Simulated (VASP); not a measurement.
# TaN in VASP: further runs

The runs below take TaN through electric field gradients, with PBEsol.

Everything below comes from runs of VASP 6.6.1. Logs are shortened: lines on timing, memory, paths and dates and some standing lists are left out, and cuts for length are marked.

## (1) The cell of the first run

It takes space group I4/mmm (No. 139, tetragonal). Conventional cell: a = 3.112 Å, b = 3.112 Å, c = 4.358 Å, α = 90.00°, β = 90.00°, γ = 90.00°. Ta (site symmetry 4/mmm) has 6 N at 2.18 to 2.20 Å within 2.9 Å. N (site symmetry 4/mmm) has 6 Ta at 2.18 to 2.20 Å within 2.9 Å.

## (2) Electric field gradients, PBEsol (equal xx and yy strain of +1 %)

INCAR

```
SYSTEM = TaN
PREC = Accurate
ENCUT = 520
EDIFF = 1E-8
ISMEAR = -1
SIGMA = 0.02
LREAL = .FALSE.
LASPH = .TRUE.
NELM = 60
ALGO = Normal
ISIF = 2
LWAVE = .FALSE.
LCHARG = .FALSE.
GGA = PS
LEFG = .TRUE.
NBANDS = 15
```

KPOINTS

```
Automatic mesh
0
G
  9 9 9
  0 0 0
```

POSCAR

```
TaN
1.0
    0.0000000000      2.2007900000      2.1790000000
    2.2007900000      0.0000000000      2.1790000000
    2.2007900000      2.2007900000      0.0000000000
Ta N
1 1
Direct
    0.5000000000      0.5000000000      0.5000000000
    0.0000000000      0.0000000000      0.0000000000
```

Potentials or basis: VASP PAW PBE potentials, release 64 (Ta_pv, N).

Run with:

```
$ cat potpaw_PBE.64/Ta_pv/POTCAR potpaw_PBE.64/N/POTCAR > POTCAR
$ mpirun -np 1 vasp_std > vasp.out
```

OUTCAR:

```text
SYSTEM = TaN
   PREC = Accurate
   ENCUT = 520
   EDIFF = 1E-8
   ISMEAR = -1
   LREAL = .FALSE.
   LASPH = .TRUE.
   NELM = 60
   ISIF = 2
   GGA = PS

 ion  position               nearest neighbor table
   1  0.500  0.500  0.500-   2 2.18   2 2.18   2 2.20   2 2.20   2 2.20   2 2.20
   2  0.000  0.000  0.000-   1 2.18   1 2.18   1 2.20   1 2.20   1 2.20   1 2.20

  LATTYP: Found a body centered tetragonal cell.
 ALAT       =     3.1123870659
 C/A-ratio  =     1.4002114479

  Lattice vectors:

 A1 = (   0.0000000000,  -2.2007900000,  -2.1790000000)
 A2 = (   0.0000000000,   2.2007900000,  -2.1790000000)
 A3 = (   2.2007900000,   0.0000000000,   2.1790000000)

Analysis of symmetry for initial positions (statically):
=====================================================================
 Subroutine PRICEL returns:
 Original cell was already a primitive cell.

 Routine SETGRP: Setting up the symmetry group for a
 body centered tetragonal supercell.

 Subroutine GETGRP returns: Found 16 space group operations
 (whereof 16 operations were pure point group operations)
 out of a pool of 16 trial point group operations.

The static configuration has the point symmetry D_4h.

Analysis of symmetry for dynamics (positions and initial velocities):
=====================================================================
 Subroutine PRICEL returns:
 Original cell was already a primitive cell.

 Routine SETGRP: Setting up the symmetry group for a
 body centered tetragonal supercell.

 Subroutine GETGRP returns: Found 16 space group operations
 (whereof 16 operations were pure point group operations)
 out of a pool of 16 trial point group operations.

The dynamic configuration has the point symmetry D_4h.

 Subroutine INISYM returns: Found 16 space group operations
 (whereof 16 operations are pure point group operations),
 and found     1 'primitive' translations

----------------------------------------------------------------------------------------

                                     Primitive cell

  volume of cell :      21.1079

  direct lattice vectors                    reciprocal lattice vectors
     0.000000000  2.200790000  2.179000000    -0.227191145  0.227191145  0.229463056
[... 129 lines left out ...]
  free energy    TOTEN  =       -23.21039202 eV

  energy without entropy =      -23.20889576  energy(sigma->0) =      -23.20964389

 E-fermi :   9.3490     XC(G=0): -13.6303

 val. band max:        9.3433281675   @ k =  -0.2222   0.2222   0.0000
 cond. band min:       9.3673350285   @ k =   0.2222   0.0000   0.1111
 fundamental gap:      0.0240068610
 Fermi energy:         9.3490355565

 k-point     1 :       0.0000    0.0000    0.0000
  band No.  band energies     occupation
      1     -26.2411      2.00000
      2     -26.2411      2.00000
      3     -26.2276      2.00000
      4      -9.4086      2.00000
      5       5.6280      2.00000
      6       5.6280      2.00000
      7       5.6772      2.00000
      8       7.2713      2.00000
      9       7.2713      2.00000
     10       7.3859      2.00000
     11       9.4113      0.08505
     12       9.5330      0.00020
     13      11.0928      0.00000
     14      18.8400      0.00000
[... 401 lines left out ...]
      2     -26.5353      2.00000
      3     -26.5353      2.00000
      4      -8.0776      2.00000
      5       2.6217      2.00000
      6       3.9679      2.00000
      7       4.7530      2.00000
      8       4.7530      2.00000
      9      11.4930      0.00000
     10      13.0227      0.00000
     11      13.0227      0.00000
     12      13.9387      0.00000
     13      16.7200      0.00000
     14      18.6964      0.00000
     15      21.8474      0.00000

 [... further k-points ...]
[... 5 lines left out ...]
  --------------------------------------------------------------------------------------
  -------------------------------------------------------------------------------------
  Total       -0.5508825     -0.5508825      0.3986151      0.0000000      0.0000000      0.0000000
  in kB      -41.8143276    -41.8143276     30.2565829      0.0000000      0.0000000      0.0000000
  external PRESSURE =     -17.7906908 kB  Pullay stress =       0.0000000 kB

 VOLUME and BASIS-vectors are now :
 -----------------------------------------------------------------------------
  energy-cutoff  :      520.00
  volume of cell :       21.11
      direct lattice vectors                 reciprocal lattice vectors
     0.000000000  2.200790000  2.179000000    -0.227191145  0.227191145  0.229463056
     2.200790000  0.000000000  2.179000000     0.227191145 -0.227191145  0.229463056
     2.200790000  2.200790000  0.000000000     0.227191145  0.227191145 -0.229463056

 POSITION                                       TOTAL-FORCE (eV/Angst)
 -----------------------------------------------------------------------------------
      2.20079      2.20079      2.17900         0.000000      0.000000      0.000000
      0.00000      0.00000      0.00000         0.000000      0.000000      0.000000
 -----------------------------------------------------------------------------------
    total drift:                                0.000000     -0.000000     -0.000000

  FREE ENERGIE OF THE ION-ELECTRON SYSTEM (eV)
  ---------------------------------------------------
  free  energy   TOTEN  =       -23.2103920207 eV

  energy  without entropy=      -23.2088957561  energy(sigma->0) =      -23.20964389

 Electric field gradients (V/A^2)
---------------------------------------------------------------------
 ion       V_xx      V_yy      V_zz      V_xy      V_xz      V_yz
---------------------------------------------------------------------
   1      23.508    23.508   -47.015    -0.000     0.000     0.000
   2       1.889     1.889    -3.777     0.000     0.000     0.000
---------------------------------------------------------------------

 Electric field gradients after diagonalization (V/A^2)
 (convention: |V_zz| > |V_xx| > |V_yy|)
----------------------------------------------------------------------
 ion       V_xx      V_yy      V_zz     asymmetry (V_yy - V_xx)/ V_zz
----------------------------------------------------------------------
   1      23.508    23.508   -47.015       0.000
   2       1.889     1.889    -3.777       0.000
----------------------------------------------------------------------

           NMR quadrupolar parameters

 Cq : quadrupolar parameter    Cq=e*Q*V_zz/h
 eta: asymmetry parameters     (V_yy - V_xx)/ V_zz
 Q  : nuclear electric quadrupole moment in mb (millibarn)
----------------------------------------------------------------------
 ion       Cq(MHz)       eta       Q (mb)
----------------------------------------------------------------------
   1      -0.114       0.000       1.000
   2      -0.009       0.000       1.000
----------------------------------------------------------------------
```

stdout:

```text
POSCAR found type information on POSCAR TaN
 POSCAR found :  2 types and       2 ions
 scaLAPACK will be used
 -----------------------------------------------------------------------------
|                                                                             |
|                                                                             |
|     You enforced a specific xc type in the INCAR file but a different       |
|     I HOPE YOU KNOW WHAT YOU ARE DOING!                                     |
|                                                                             |
 -----------------------------------------------------------------------------

 LDA part: xc-table for (Slater+PW92), standard interpolation
 POSCAR, INCAR and KPOINTS ok, starting setup
 FFT: planning ... GRIDC
 FFT: planning ... GRID_SOFT
 FFT: planning ... GRID
 WAVECAR not read
 entering main loop
ion   1

ion   2
```

Run time: 27 s. Hardware: 1 thread of AMD EPYC 7R43 (Zen 3), shared host; peak memory 0.12 GiB.

Results:

* Free energy: -23.2104 eV
* Pressure: -1.8 GPa
* Band gap on the k mesh: zero (band 8 reaches 11.03 eV, above the bottom of band 9 at 7.27 eV)

Levels at points of the mesh, in eV from the Fermi level:
```csv
k point,band 6,band 7,band 8,band 9,band 10,band 11
"(0.00, 0.00, 0.00)",-3.72,-3.67,-2.08,-2.08,-1.96,0.06
```

Electric field gradients, principal values (V/Å²):
```tsv
atom	least	middle	greatest (by size)
1 Ta	23.508	23.508	-47.015
2 N	1.889	1.889	-3.777
```

Caveat: the cell differs from its parent crystal (equal xx and yy strain of +1 %); without QUAD_EFG the Cq values of the log hold for a quadrupole moment of 1 mb, not for the nuclei; the PAW data sets were made with another functional, which shifts forces and pressure a little; spin-orbit coupling is left out, which moves the levels of the heavy elements.

## (3) Electric field gradients, PBEsol (equal xy, yz and zx shear strains of -2 %)

INCAR

```
SYSTEM = TaN
ALGO     = Normal         ! electronic algorithm
EDIFF    = 1E-8           ! SCF threshold, eV
ENCUT    = 520            ! plane-wave cutoff, eV
GGA      = PS             ! functional
ISIF     = 2              ! what is computed and relaxed
ISMEAR   = -1             ! smearing method
LASPH    = .TRUE.         ! aspherical terms in the spheres
LCHARG   = .FALSE.        ! write CHGCAR
LEFG     = .TRUE.       
LREAL    = .FALSE.        ! projectors in reciprocal space
LWAVE    = .FALSE.        ! write WAVECAR
NBANDS   = 15             ! bands
NELM     = 80             ! most SCF steps
PREC     = Accurate       ! precision mode
SIGMA    = 0.02           ! smearing width, eV
```

KPOINTS

```
k-points
0
G
  9 9 9
  0 0 0
```

POSCAR

```
TaN
1.0
   -0.0435800000      2.1572100000      2.1572100000
    2.1572100000     -0.0435800000      2.1572100000
    2.1572100000      2.1572100000     -0.0435800000
Ta N
1 1
Direct
    0.5000000000      0.5000000000      0.5000000000
    0.0000000000      0.0000000000      0.0000000000
```

Potentials or basis: VASP PAW PBE potentials, release 64 (Ta_pv, N).

Run with:

```
$ cat potpaw_PBE.64/Ta_pv/POTCAR potpaw_PBE.64/N/POTCAR > POTCAR
$ mpirun -np 1 vasp_std > vasp.out
```

OUTCAR:

```text
SYSTEM = TaN
   EDIFF = 1E-8
   ENCUT = 520
   GGA = PS
   ISIF = 2
   ISMEAR = -1
   LASPH = .TRUE.
   LREAL = .FALSE.
   NELM = 80
   PREC = Accurate

 ion  position               nearest neighbor table
   1  0.500  0.500  0.500-   2 2.18   2 2.18   2 2.18   2 2.18   2 2.18   2 2.18
   2  0.000  0.000  0.000-   1 2.18   1 2.18   1 2.18   1 2.18   1 2.18   1 2.18

  LATTYP: Found a trigonal (rhomboedric) cell.
 ALAT       =     3.0510668928
 COS(alpha) =     0.4797000918

  Lattice vectors:

 A1 = (  -0.0435800000,   2.1572100000,   2.1572100000)
 A2 = (   2.1572100000,  -0.0435800000,   2.1572100000)
 A3 = (   2.1572100000,   2.1572100000,  -0.0435800000)

Analysis of symmetry for initial positions (statically):
=====================================================================
 Subroutine PRICEL returns:
 Original cell was already a primitive cell.

 Routine SETGRP: Setting up the symmetry group for a
 trigonal (rhombohedral) supercell.

 Subroutine GETGRP returns: Found 12 space group operations
 (whereof 12 operations were pure point group operations)
 out of a pool of 12 trial point group operations.

The static configuration has the point symmetry D_3d.

Analysis of symmetry for dynamics (positions and initial velocities):
=====================================================================
 Subroutine PRICEL returns:
 Original cell was already a primitive cell.

 Routine SETGRP: Setting up the symmetry group for a
 trigonal (rhombohedral) supercell.

 Subroutine GETGRP returns: Found 12 space group operations
 (whereof 12 operations were pure point group operations)
 out of a pool of 12 trial point group operations.

[... 167 lines left out ...]
     12       9.7397      0.00021
     13      11.5044      0.00000
     14      19.0918      0.00000
[... 401 lines left out ...]
      2     -26.2955      2.00000
      3     -26.2351      2.00000
      4      -8.0123      2.00000
      5       2.7410      2.00000
      6       4.0730      2.00000
      7       4.8880      2.00000
      8       5.0631      2.00000
      9      11.7785      0.00000
     10      13.3238      0.00000
     11      13.3771      0.00000
     12      14.3915      0.00000
     13      17.1293      0.00000
     14      19.0972      0.00000
     15      22.1370      0.00000

 [... further k-points ...]
[... 5 lines left out ...]
  --------------------------------------------------------------------------------------
  -------------------------------------------------------------------------------------
  Total        0.7190883      0.7190883      0.7190883      0.1105856      0.1105856      0.1105856
  in kB       55.6957824     55.6957824     55.6957824      8.5652207      8.5652207      8.5652207
  external PRESSURE =      55.6957824 kB  Pullay stress =       0.0000000 kB

 VOLUME and BASIS-vectors are now :
 -----------------------------------------------------------------------------
  energy-cutoff  :      520.00
  volume of cell :       20.69
      direct lattice vectors                 reciprocal lattice vectors
    -0.043580000  2.157210000  2.157210000    -0.224872868  0.229509422  0.229509422
     2.157210000 -0.043580000  2.157210000     0.229509422 -0.224872868  0.229509422
     2.157210000  2.157210000 -0.043580000     0.229509422  0.229509422 -0.224872868

 POSITION                                       TOTAL-FORCE (eV/Angst)
 -----------------------------------------------------------------------------------
      2.13542      2.13542      2.13542         0.000000     -0.000000      0.000000
      0.00000      0.00000      0.00000        -0.000000      0.000000     -0.000000
 -----------------------------------------------------------------------------------
    total drift:                                0.000000     -0.000000     -0.000000

  FREE ENERGIE OF THE ION-ELECTRON SYSTEM (eV)
  ---------------------------------------------------
  free  energy   TOTEN  =       -23.2047674072 eV

  energy  without entropy=      -23.2038493367  energy(sigma->0) =      -23.20430837

 Electric field gradients (V/A^2)
---------------------------------------------------------------------
 ion       V_xx      V_yy      V_zz      V_xy      V_xz      V_yz
---------------------------------------------------------------------
   1       0.000     0.000     0.000     2.608     2.608     2.608
   2       0.000    -0.000     0.000    -0.630    -0.630    -0.630
---------------------------------------------------------------------

 Electric field gradients after diagonalization (V/A^2)
 (convention: |V_zz| > |V_xx| > |V_yy|)
----------------------------------------------------------------------
 ion       V_xx      V_yy      V_zz     asymmetry (V_yy - V_xx)/ V_zz
----------------------------------------------------------------------
   1      -2.608    -2.608     5.217       0.000
   2       0.630     0.630    -1.259       0.000
----------------------------------------------------------------------

           NMR quadrupolar parameters

 Cq : quadrupolar parameter    Cq=e*Q*V_zz/h
 eta: asymmetry parameters     (V_yy - V_xx)/ V_zz
 Q  : nuclear electric quadrupole moment in mb (millibarn)
----------------------------------------------------------------------
 ion       Cq(MHz)       eta       Q (mb)
----------------------------------------------------------------------
   1       0.013       0.000       1.000
   2      -0.003       0.000       1.000
----------------------------------------------------------------------
```

OSZICAR:

```text
N       E                     dE             d eps       ncg     rms          rms(c)
DAV:   1     0.871485990728E+02    0.87149E+02   -0.87355E+03  2558   0.112E+03
DAV:   2    -0.232385732659E+02   -0.11039E+03   -0.10412E+03  3208   0.303E+02
DAV:   3    -0.259769911522E+02   -0.27384E+01   -0.27069E+01  2739   0.442E+01
DAV:   4    -0.259879947072E+02   -0.11004E-01   -0.10999E-01  3504   0.294E+00
DAV:   5    -0.259880653996E+02   -0.70692E-04   -0.70691E-04  2711   0.208E-01    0.258E+01
DAV:   6    -0.233129014981E+02    0.26752E+01   -0.47557E+00  3072   0.253E+01    0.109E+01
DAV:   7    -0.232417828875E+02    0.71119E-01   -0.44883E-01  3096   0.563E+00    0.739E+00
DAV:   8    -0.232114705820E+02    0.30312E-01   -0.15190E-01  2998   0.312E+00    0.159E+00
DAV:   9    -0.232049750010E+02    0.64956E-02   -0.19363E-02  2844   0.110E+00    0.343E-01
DAV:  10    -0.232048050328E+02    0.16997E-03   -0.10635E-03  3033   0.378E-01    0.623E-02
DAV:  11    -0.232047691449E+02    0.35888E-04   -0.84723E-05  2971   0.103E-01    0.257E-02
DAV:  12    -0.232047676677E+02    0.14772E-05   -0.64844E-06  2886   0.240E-02    0.295E-03
DAV:  13    -0.232047674000E+02    0.26767E-06   -0.48669E-07  3026   0.547E-03    0.221E-03
DAV:  14    -0.232047674126E+02   -0.12617E-07   -0.17445E-08  2725   0.126E-03    0.392E-04
DAV:  15    -0.232047674072E+02    0.54260E-08   -0.10107E-09  1604   0.384E-04
   1 F= -.23204767E+02 E0= -.23204308E+02  d E =-.918070E-03
```

Wall time 18 s (1 thread of Intel Xeon 6975P-C, shared host); peak memory 0.16 GiB.

What came out:

```
Free energy            : -23.2048 eV
Pressure               : 5.6 GPa
Band gap on the k mesh : zero (band 8 reaches 11.36 eV, above the bottom of band 9 at 7.31 eV)
```

Levels at points of the mesh, in eV from the Fermi level:
| k point | band 4 | band 5 | band 6 | band 7 | band 8 | band 9 | band 10 | band 11 | band 12 | band 13 |
| --- | --- | --- | --- | --- | --- | --- | --- | --- | --- | --- |
| (0.00, 0.00, 0.00) | -18.90 | -3.79 | -3.79 | -3.62 | -2.24 | -2.24 | -1.76 | 0.18 | 0.18 | 1.95 |

Electric field gradients, principal values (V/Å²):
```tsv
atom	least	middle	greatest (by size)
1 Ta	-2.608	-2.608	5.217
2 N	0.630	0.630	-1.259
```

Caveat: the cell differs from its parent crystal (equal xy, yz and zx shear strains of -2 %); without QUAD_EFG the Cq values of the log hold for a quadrupole moment of 1 mb, not for the nuclei; the PAW data sets were made with another functional, which shifts forces and pressure a little; spin-orbit coupling is left out, which moves the levels of the heavy elements.

(Continued in part 2 of 2.)
